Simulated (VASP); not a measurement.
# Ge: single point with PBEsol

Crystal: Ge.

```
Ge
1.0
    -2.56376    2.56211    1.39680
     2.56376   -2.56211    1.39680
     2.56376    2.56211   -1.39680
Ge
2
Cartesian
  2.5638 -1.2811 1.0466
  0.0000 3.8432 0.3502
```

```
Program             : VASP 6.6.1
Task                : single point
Functional          : PBEsol
Potentials or basis : VASP PAW PBE potentials, release 64 (Ge_d)
Cutoff              : 520 eV
k mesh              : 14 × 14 × 14
Occupations         : gaussian, width 0.15 eV
Spin                : no spin polarisation
```

```
Pressure               : 0.0 GPa
Band gap on the k mesh : zero (bands 14 and 15 overlap by 5.05 eV)
```

Stress tensor (GPa, compression positive):
```
-0.50  0.00  0.00
 0.00 -0.47  0.00
 0.00  0.00  1.02
```

Levels at points of the mesh, in eV from the Fermi level:
```tsv
k point	band 12	band 13	band 14	band 15	band 16	band 17
(0.00, 0.00, 0.00)	-3.96	-2.33	-2.32	3.26	7.70	7.72
(0.50, 0.00, 0.00)	-6.43	-2.60	-2.00	-1.37	2.47	3.63
(0.00, 0.50, 0.00)	-6.43	-2.59	-1.99	-1.37	2.46	3.62
(0.50, 0.50, 0.00)	-10.60	0.66	0.66	1.99	1.99	7.53
(0.50, 0.50, 0.50)	-8.86	-5.96	-5.96	6.12	6.14	11.20
```

Wall time 4.7 min on 1 thread of Intel(R) Xeon(R) Platinum 8259CL CPU @ 2.50GHz (Skylake/Cascade Lake) (shared host), peak memory 0.37 GiB.

Caveat: the PAW data sets were made with another functional, which shifts forces and pressure a little.
